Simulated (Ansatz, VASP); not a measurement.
## Al2O3 in VASP and in Ansatz

```xyz
10
Lattice="2.5709 1.4843 3.7381 -2.5709 1.4843 3.7381 0.0000 -2.9687 3.7381" Properties=species:S:1:pos:R:3 pbc="T T T"
Al    0.0000    0.0000    9.4689
Al    0.0000    0.0000    7.3527
Al    0.0000    0.0000    1.7455
Al    0.0000    0.0000    3.8617
O    -0.9983   -1.4843    4.6727
O     1.7846   -0.1224    4.6727
O    -0.7863    1.6067    4.6727
O     0.9983    1.4843    6.5417
O    -1.7846    0.1224    6.5417
O     0.7863   -1.6067    6.5417
```

Alike in both runs: task single point; functional PBEsol; k mesh 6 × 6 × 6; occupations gaussian, width 0.05 eV; no spin polarisation.

|  | VASP | Ansatz |
| --- | --- | --- |
| version | VASP 6.6.1 | Ansatz 0.2.0 |
| potentials or method | VASP PAW PBE potentials, release 64 (Al, O), cutoff 520 eV | scalar-relativistic, plane waves, PAW |
| valence electrons in the cell | 48 | 48 |

|  | VASP | Ansatz | Ansatz less VASP |
| --- | --- | --- | --- |
| gap on the k mesh at the Fermi level (eV) | 3.90 | 3.90 | +0.005 |
| least direct gap on the mesh (eV) | 3.90 | 3.90 | +0.005 |
| pressure (GPa) | 6.5 | 6.3 | -0.19 |
| traceless stress, the component that is largest in VASP (GPa) | 66.26 | 66.20 | -0.058 |
| rms of the force components (eV/Å) | 2.226 | 2.209 | -0.0167 |

VASP's potentials were made for PBE, not for PBEsol, and Ansatz warns of the same on its side. Atom by atom the forces differ by 0.021 eV/Å (rms over components). With one functional, cell and mesh, what is left measures potentials, basis and numerics.
